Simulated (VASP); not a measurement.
# Al (I4_1/amd) in VASP: a series of runs

The runs below take Al through single point, with PBE.

Program: VASP 6.6.1. These are calculated values, not measurements. Logs are shortened: lines on timing, memory, paths and dates and some standing lists are left out, and cuts for length are marked.

**1. The cell of the first run**

The structure is tetragonal, space group I4_1/amd (No. 141). Conventional cell: a = 4.394 Å, b = 4.394 Å, c = 2.306 Å, α = 90.00°, β = 90.00°, γ = 90.00°. Al (site symmetry -4m2) has 10 Al at 2.27 to 2.80 Å within 3.0 Å.

**2. Single point, PBE (volume scaled by 0.58)**

Input file INCAR:

```
  PREC = Accurate
  ENCUT = 520
  EDIFF = 1E-6
  ISMEAR = -1
  SIGMA = 0.05
  LREAL = False
  LASPH = True
  NELM = 60
  ALGO = Normal
  ISIF = 2
  LWAVE = False
  LCHARG = False
  GGA = PE
  NBANDS = 10
```

Input file KPOINTS:

```
Automatic mesh
0
Gamma
  16 16 16
```

Input file POSCAR:

```
Al
1.0
   -2.1971043403      2.1971043403      1.1532000708
    2.1971043403     -2.1971043403      1.1532000708
    2.1971043403      2.1971043403     -1.1532000708
Al
2
Direct
   -0.3750000000     -0.1250000000     -0.2500000000
    0.3750000000      0.1250000000      0.2500000000
```

Potentials or basis: VASP PAW PBE potentials, release 64 (Al).

Launch:

```bash
$ cat potpaw_PBE.64/Al/POTCAR > POTCAR
$ mpirun -np 1 vasp_std > vasp.out
```

OUTCAR:

```text
PREC = Accurate
   ENCUT = 520
   EDIFF = 1E-6
   ISMEAR = -1
   LREAL = False
   LASPH = True
   NELM = 60
   ISIF = 2
   GGA = PE

 ion  position               nearest neighbor table
   1  0.625  0.875  0.750-   2 2.27   2 2.27   2 2.27   2 2.27   2 2.80   2 2.80   2 2.80   2 2.80

   2  0.375  0.125  0.250-   1 2.27   1 2.27   1 2.27   1 2.27   1 2.80   1 2.80   1 2.80   1 2.80

  LATTYP: Found a body centered tetragonal cell.
 ALAT       =     4.3942086806
 C/A-ratio  =     0.5248726925

  Lattice vectors:

 A1 = (  -2.1971043403,   2.1971043403,   1.1532000708)
 A2 = (   2.1971043403,  -2.1971043403,   1.1532000708)
 A3 = (   2.1971043403,   2.1971043403,  -1.1532000708)

Analysis of symmetry for initial positions (statically):
=====================================================================
 Subroutine PRICEL returns:
 Original cell was already a primitive cell.

 Routine SETGRP: Setting up the symmetry group for a
 body centered tetragonal supercell.

 Subroutine GETGRP returns: Found 16 space group operations
 (whereof  4 operations were pure point group operations)
 out of a pool of 16 trial point group operations.

The static configuration has the point symmetry C_2h.
 The point group associated with its full space group is D_4h.

Analysis of symmetry for dynamics (positions and initial velocities):
=====================================================================
 Subroutine PRICEL returns:
 Original cell was already a primitive cell.

 Routine SETGRP: Setting up the symmetry group for a
 body centered tetragonal supercell.

 Subroutine GETGRP returns: Found 16 space group operations
 (whereof  4 operations were pure point group operations)
 out of a pool of 16 trial point group operations.

The dynamic configuration has the point symmetry C_2h.
 The point group associated with its full space group is D_4h.

 Subroutine INISYM returns: Found 16 space group operations
 (whereof  4 operations are pure point group operations),
 and found     1 'primitive' translations

----------------------------------------------------------------------------------------

                                     Primitive cell

  volume of cell :      22.2672

  direct lattice vectors                    reciprocal lattice vectors
    -2.197104340  2.197104340  1.153200071     0.000000000  0.227572260  0.433576109
[... 91 lines left out ...]
   NFREE  =      0    steps in history (QN), initial steepest desc. (CG)
   ISIF   =      2    stress and relaxation
   ISYM   =      2    0-nonsym 1-usesym 2-fastsym
   POTIM  = 0.5000    time-step for ionic-motion
   TEBEG  =    0.0;   TEEND  =   0.0 temperature during run
   PSTRESS=    0.0 pullay stress
   NELECT =       6.0000    total number of electrons
   NUPDOWN=      -1.0000    fix difference up-down
   EMIN   =  10.00;   EMAX   =-10.00  energy-range for DOS
   EFERMI =   0.00;   METHOD = LEGACY
   ISMEAR =    -1;   SIGMA  =   0.05  broadening in eV -4-tet -1-fermi 0-gaus
   EFERMI_NEDOS =   21; number of points for ismear=-14 and -15
   IALGO  =     38    algorithm
   IMIX   =      4    mixing-type and parameters
     AMIX     =   0.40;   BMIX     =  1.00
     AMIX_MAG =   1.60;   BMIX_MAG =  1.00
  volume/ion in A,a.u.               =      11.13        75.13
  Fermi-wavevector in a.u.,A,eV,Ry     =   1.057393  1.998184 15.212411  1.118081
  Thomas-Fermi vector in A             =   2.192664
   LORBIT       =      0    0 simple, 1 ext, 2 COOP (PROOUT), +10 PAW based schemes
   GGA     = PE    functional components
   LHFCALC =     F    Hartree Fock is set to
   AEXX    =    0.0000 exact exchange contribution
   IVDW    =     0    specifies the selected vdW correction
   LEPSILON=     F    determine dielectric tensor
   LRPA    =     F    only Hartree local field effects (RPA)
 non-spin polarized calculation
  energy-cutoff  :      520.00
  volume of cell :       22.27
 maximum number of plane-waves:       620
 NGX is ok and might be reduce to    28
   NGX = 13   NGY = 13   NGZ = 13

 number of electron       6.0000000 magnetization

 Free energy of the ion-electron system (eV)
  ---------------------------------------------------
  ext. energy  EPLUGINS =         0.00000000
  ---------------------------------------------------
  free energy    TOTEN  =        -3.76526543 eV

  energy without entropy =       -3.75940114  energy(sigma->0) =       -3.76233329

 E-fermi :  12.6217     XC(G=0): -11.7017

 val. band max:       12.6145572048   @ k =  -0.1250  -0.1250   0.0625
 cond. band min:      12.6278272085   @ k =   0.4375   0.0625   0.0000
 fundamental gap:      0.0132700037
 Fermi energy:        12.6217234103

 k-point     1 :       0.0000    0.0000    0.0000
  band No.  band energies     occupation
      1      -1.3345      2.00000
      2      12.1732      1.99975
      3      12.1732      1.99975
      4      13.0893      0.00017
      5      15.1031      0.00000
      6      22.6401      0.00000
      7      25.2075      0.00000
      8      27.8748      0.00000
      9      27.8748      0.00000
     10      31.1581      0.00000
[... 287 lines left out ...]
 k-point    24 :      -0.0625    0.0625    0.0000
  band No.  band energies     occupation
      1      -1.2748      2.00000
      2      11.1220      2.00000
      3      12.2212      1.99934
      4      13.7574      0.00000
      5      15.6196      0.00000
      6      22.2272      0.00000
      7      24.7408      0.00000
      8      28.1562      0.00000
      9      28.3688      0.00000
     10      30.8960      0.00000

 [... further k-points ...]

------------------------ aborting loop because EDIFF is reached ----------------------------------------

  FORCE on cell =-STRESS in cart. coord.  units (eV):
  Direction    XX          YY          ZZ          XY          YZ          ZX
  --------------------------------------------------------------------------------------
  -------------------------------------------------------------------------------------
  Total       13.6274240     13.6274240     13.6142494     -0.0000000     -0.0000000     -0.0000000
  in kB      980.5242411    980.5242411    979.5762961     -0.0000000     -0.0000000     -0.0000000
  external PRESSURE =     980.2082594 kB  Pullay stress =       0.0000000 kB

 VOLUME and BASIS-vectors are now :
 -----------------------------------------------------------------------------
  energy-cutoff  :      520.00
  volume of cell :       22.27
      direct lattice vectors                 reciprocal lattice vectors
    -2.197104340  2.197104340  1.153200071     0.000000000  0.227572260  0.433576109
     2.197104340 -2.197104340  1.153200071     0.227572260  0.000000000  0.433576109
     2.197104340  2.197104340 -1.153200071     0.227572260  0.227572260  0.000000000

 POSITION                                       TOTAL-FORCE (eV/Angst)
 -----------------------------------------------------------------------------------
      2.19710      1.09855      0.86490        -0.000000     -0.000000      0.000000
      0.00000      1.09855      0.28830         0.000000      0.000000     -0.000000
 -----------------------------------------------------------------------------------
    total drift:                               -0.000000     -0.000000     -0.000000

  FREE ENERGIE OF THE ION-ELECTRON SYSTEM (eV)
  ---------------------------------------------------
  free  energy   TOTEN  =        -3.7652654345 eV

  energy  without entropy=       -3.7594011411  energy(sigma->0) =       -3.76233329
```

stdout:

```text
POSCAR found type information on POSCAR Al
 POSCAR found :  1 types and       2 ions
 scaLAPACK will be used
 LDA part: xc-table for (Slater+PW92), standard interpolation
 POSCAR, INCAR and KPOINTS ok, starting setup
 FFT: planning ... GRIDC
 FFT: planning ... GRID_SOFT
 FFT: planning ... GRID
 WAVECAR not read
 entering main loop
```

Run time: 31 s. Hardware: 1 thread of Intel Xeon 6975P-C (Granite Rapids), shared host; peak memory 0.18 GiB.

Results:

| Quantity | Value |
| --- | --- |
| Free energy | -3.7653 eV |
| Pressure | 98.0 GPa |
| Band gap on the k mesh | zero (band 3 reaches 16.07 eV, above the bottom of band 4 at 6.41 eV) |

Stress tensor (GPa, compression positive):
```
98.05  0.00  0.00
 0.00 98.05  0.00
 0.00  0.00 97.96
```

Levels at points of the mesh, in eV from the Fermi level:
| k point | band 1 | band 2 | band 3 | band 4 | band 5 | band 6 | band 7 | band 8 |
| --- | --- | --- | --- | --- | --- | --- | --- | --- |
| (0.00, 0.00, 0.00) | -13.96 | -0.45 | -0.45 | 0.47 | 2.48 | 10.02 | 12.59 | 15.25 |
| (0.50, 0.00, 0.00) | -5.96 | -5.01 | 0.88 | 0.98 | 1.10 | 3.14 | 8.28 | 8.78 |
| (0.50, 0.50, 0.00) | -10.21 | -10.21 | 2.64 | 2.64 | 5.02 | 5.02 | 13.59 | 13.59 |
| (0.50, 0.50, 0.50) | -6.93 | -6.93 | -6.21 | -6.21 | 10.79 | 10.79 | 19.10 | 19.10 |

**3. Single point, PBE (volume scaled by 0.68)**

Input file INCAR:

```
SYSTEM = Al
ALGO = Normal
EDIFF = 1E-7
ENCUT = 520
GGA = PE
ISIF = 2
ISMEAR = -1
LASPH = .True.
LCHARG = .False.
LREAL = .False.
LWAVE = .False.
NBANDS = 10
NELM = 80
PREC = Accurate
SIGMA = 0.05
```

Input file KPOINTS:

```
k-points
0
Gamma
  16 16 16
  0 0 0
```

Input file POSCAR:

```
Al
1.0
   -2.3227135956      2.3227135956      1.2097499687
    2.3227135956     -2.3227135956      1.2097499687
    2.3227135956      2.3227135956     -1.2097499687
Al
2
Direct
   -0.3750000000     -0.1250000000     -0.2500000000
    0.3750000000      0.1250000000      0.2500000000
```

Potentials or basis: VASP PAW PBE potentials, release 64 (Al).

Launch:

```bash
$ cat potpaw_PBE.64/Al/POTCAR > POTCAR
$ mpirun -np 1 vasp_std > vasp.out
```

Run time: 40 s. Hardware: 1 thread of Intel Xeon 6975P-C (Granite Rapids), shared host; peak memory 0.2 GiB.

It converged, with:

```yaml
Free_energy: -5.5005 eV
Pressure: 51.5 GPa
Band_gap_on_the_k_mesh: zero (band 3 reaches 13.63 eV, above the bottom of band 4 at 4.53 eV)
```

Levels at points of the mesh, in eV from the Fermi level:
| k point | band 1 | band 2 | band 3 | band 4 | band 5 | band 6 | band 7 | band 8 |
| --- | --- | --- | --- | --- | --- | --- | --- | --- |
| (0.00, 0.00, 0.00) | -12.66 | -0.54 | -0.54 | 1.06 | 1.71 | 9.46 | 11.82 | 13.34 |
| (0.50, 0.00, 0.00) | -5.25 | -4.58 | 0.56 | 0.94 | 1.57 | 2.56 | 7.73 | 7.92 |
| (0.50, 0.50, 0.00) | -9.29 | -9.29 | 2.34 | 2.34 | 4.57 | 4.57 | 12.72 | 12.72 |
| (0.50, 0.50, 0.50) | -6.10 | -6.10 | -5.93 | -5.93 | 10.11 | 10.11 | 17.63 | 17.63 |

**4. Single point, PBE (volume scaled by 0.68)**

Input file INCAR:

```
ALGO = Normal ; EDIFF = 1E-6
ENCUT = 520 ; GGA = PE
ISIF = 2 ; ISMEAR = -1
LASPH = T ; LCHARG = F
LREAL = F ; LWAVE = F
NBANDS = 10 ; NELM = 60
PREC = Accurate ; SIGMA = 0.05
```

Input file KPOINTS:

```
k-points
0
Gamma
  16 16 16
```

POSCAR is that of step 3.

Potentials or basis: VASP PAW PBE potentials, release 64 (Al).

Launch:

```bash
$ cat potpaw_PBE.64/Al/POTCAR > POTCAR
$ mpirun -np 1 vasp_std > vasp.out
```

OUTCAR:

```text
EDIFF = 1E-6
   ENCUT = 520
   GGA = PE
   ISIF = 2
   ISMEAR = -1
   LASPH = T
   LREAL = F
   NELM = 60
   PREC = Accurate

 ion  position               nearest neighbor table
   1  0.625  0.875  0.750-   2 2.40   2 2.40   2 2.40   2 2.40   2 2.95   2 2.95   2 2.95   2 2.95

   2  0.375  0.125  0.250-   1 2.40   1 2.40   1 2.40   1 2.40   1 2.95   1 2.95   1 2.95   1 2.95

  LATTYP: Found a body centered tetragonal cell.
 ALAT       =     4.6454271912
 C/A-ratio  =     0.5208347559

  Lattice vectors:

 A1 = (  -2.3227135956,   2.3227135956,   1.2097499687)
 A2 = (   2.3227135956,  -2.3227135956,   1.2097499687)
 A3 = (   2.3227135956,   2.3227135956,  -1.2097499687)

Analysis of symmetry for initial positions (statically):
=====================================================================
 Subroutine PRICEL returns:
 Original cell was already a primitive cell.

 Routine SETGRP: Setting up the symmetry group for a
 body centered tetragonal supercell.

 Subroutine GETGRP returns: Found 16 space group operations
 (whereof  4 operations were pure point group operations)
 out of a pool of 16 trial point group operations.

The static configuration has the point symmetry C_2h.
 The point group associated with its full space group is D_4h.

Analysis of symmetry for dynamics (positions and initial velocities):
=====================================================================
 Subroutine PRICEL returns:
 Original cell was already a primitive cell.

 Routine SETGRP: Setting up the symmetry group for a
 body centered tetragonal supercell.

 Subroutine GETGRP returns: Found 16 space group operations
 (whereof  4 operations were pure point group operations)
 out of a pool of 16 trial point group operations.

The dynamic configuration has the point symmetry C_2h.
 The point group associated with its full space group is D_4h.
[... 121 lines left out ...]
  Fermi-wavevector in a.u.,A,eV,Ry     =   1.002789  1.894997 13.681828  1.005586
  Thomas-Fermi vector in A             =   2.135299
   LORBIT       =      0    0 simple, 1 ext, 2 COOP (PROOUT), +10 PAW based schemes
   GGA     = PE    functional components
   LHFCALC =     F    Hartree Fock is set to
   AEXX    =    0.0000 exact exchange contribution
   IVDW    =     0    specifies the selected vdW correction
   LEPSILON=     F    determine dielectric tensor
   LRPA    =     F    only Hartree local field effects (RPA)
 non-spin polarized calculation
  energy-cutoff  :      520.00
  volume of cell :       26.11
 maximum number of plane-waves:       729
 NGX is ok and might be reduce to    28
   NGX = 13   NGY = 13   NGZ = 13

 number of electron       6.0000000 magnetization

 Free energy of the ion-electron system (eV)
  ---------------------------------------------------
  ext. energy  EPLUGINS =         0.00000000
  ---------------------------------------------------
  free energy    TOTEN  =        -5.50053591 eV

  energy without entropy =       -5.49301639  energy(sigma->0) =       -5.49677615

 E-fermi :  10.4634     XC(G=0): -11.0546

 val. band max:       10.4584997725   @ k =  -0.0625  -0.1250   0.0625
 cond. band min:      10.4691389545   @ k =   0.3750   0.2500   0.1875
 fundamental gap:      0.0106391820
 Fermi energy:        10.4634111972

 k-point     1 :       0.0000    0.0000    0.0000
  band No.  band energies     occupation
      1      -2.1983      2.00000
      2       9.9204      1.99996
      3       9.9204      1.99996
      4      11.5262      0.00000
      5      12.1740      0.00000
      6      19.9283      0.00000
      7      22.2884      0.00000
      8      23.8021      0.00000
      9      23.8021      0.00000
     10      27.5160      0.00000
[... 287 lines left out ...]
 k-point    24 :      -0.0625    0.0625    0.0000
  band No.  band energies     occupation
      1      -2.1449      2.00000
      2       9.0843      2.00000
      3       9.9653      1.99991
      4      11.8401      0.00000
      5      12.8221      0.00000
      6      19.4749      0.00000
      7      21.7352      0.00000
      8      24.1932      0.00000
      9      24.3301      0.00000
     10      27.0975      0.00000

 [... further k-points ...]

------------------------ aborting loop because EDIFF is reached ----------------------------------------

  FORCE on cell =-STRESS in cart. coord.  units (eV):
  Direction    XX          YY          ZZ          XY          YZ          ZX
  --------------------------------------------------------------------------------------
  -------------------------------------------------------------------------------------
  Total        8.3831364      8.3831364      8.3929010     -0.0000000      0.0000000     -0.0000000
  in kB      514.4819947    514.4819947    515.0812600     -0.0000000      0.0000000     -0.0000000
  external PRESSURE =     514.6817498 kB  Pullay stress =       0.0000000 kB

 VOLUME and BASIS-vectors are now :
 -----------------------------------------------------------------------------
  energy-cutoff  :      520.00
  volume of cell :       26.11
      direct lattice vectors                 reciprocal lattice vectors
    -2.322713596  2.322713596  1.209749969     0.000000000  0.215265455  0.413308546
     2.322713596 -2.322713596  1.209749969     0.215265455  0.000000000  0.413308546
     2.322713596  2.322713596 -1.209749969     0.215265455  0.215265455  0.000000000

 POSITION                                       TOTAL-FORCE (eV/Angst)
 -----------------------------------------------------------------------------------
      2.32271      1.16136      0.90731         0.000000     -0.000000      0.000000
      0.00000      1.16136      0.30244        -0.000000      0.000000     -0.000000
 -----------------------------------------------------------------------------------
    total drift:                               -0.000000      0.000000     -0.000000

  FREE ENERGIE OF THE ION-ELECTRON SYSTEM (eV)
  ---------------------------------------------------
  free  energy   TOTEN  =        -5.5005359142 eV

  energy  without entropy=       -5.4930163942  energy(sigma->0) =       -5.49677615
```

OSZICAR:

```text
N       E                     dE             d eps       ncg     rms          rms(c)
DAV:   1     0.238615643365E+01    0.23862E+01   -0.23978E+03  6988   0.484E+02
DAV:   2    -0.540913191710E+01   -0.77953E+01   -0.74923E+01  9206   0.580E+01
DAV:   3    -0.555927508187E+01   -0.15014E+00   -0.14834E+00  9306   0.650E+00
DAV:   4    -0.555988843108E+01   -0.61335E-03   -0.61329E-03  8614   0.441E-01
DAV:   5    -0.555989278978E+01   -0.43587E-05   -0.43582E-05  8660   0.363E-02    0.256E+00
DAV:   6    -0.552347618487E+01    0.36417E-01   -0.28561E-03  8324   0.265E-01    0.149E+00
DAV:   7    -0.550057597229E+01    0.22900E-01   -0.75417E-03  7682   0.440E-01    0.237E-01
DAV:   8    -0.550058832395E+01   -0.12352E-04   -0.16437E-04  8496   0.764E-02    0.764E-02
DAV:   9    -0.550053605519E+01    0.52269E-04   -0.26266E-05  8032   0.274E-02    0.134E-02
DAV:  10    -0.550053591421E+01    0.14098E-06   -0.55381E-07  6412   0.508E-03
   1 F= -.55005359E+01 E0= -.54967762E+01  d E =-.751952E-02
```

Run time: 37 s. Hardware: 1 thread of Intel Xeon 6975P-C (Granite Rapids), shared host; peak memory 0.2 GiB.

What came out:

```yaml
Free_energy: -5.5005 eV
Pressure: 51.5 GPa
Band_gap_on_the_k_mesh: zero (band 3 reaches 13.63 eV, above the bottom of band 4 at 4.53 eV)
```

Levels at points of the mesh, in eV from the Fermi level:
| k point | band 1 | band 2 | band 3 | band 4 | band 5 | band 6 | band 7 |
| --- | --- | --- | --- | --- | --- | --- | --- |
| (0.00, 0.00, 0.00) | -12.66 | -0.54 | -0.54 | 1.06 | 1.71 | 9.46 | 11.82 |
| (0.50, 0.00, 0.00) | -5.25 | -4.58 | 0.56 | 0.94 | 1.57 | 2.56 | 7.73 |
| (0.50, 0.50, 0.00) | -9.29 | -9.29 | 2.34 | 2.34 | 4.57 | 4.57 | 12.72 |
| (0.50, 0.50, 0.50) | -6.10 | -6.10 | -5.93 | -5.93 | 10.11 | 10.11 | 17.63 |
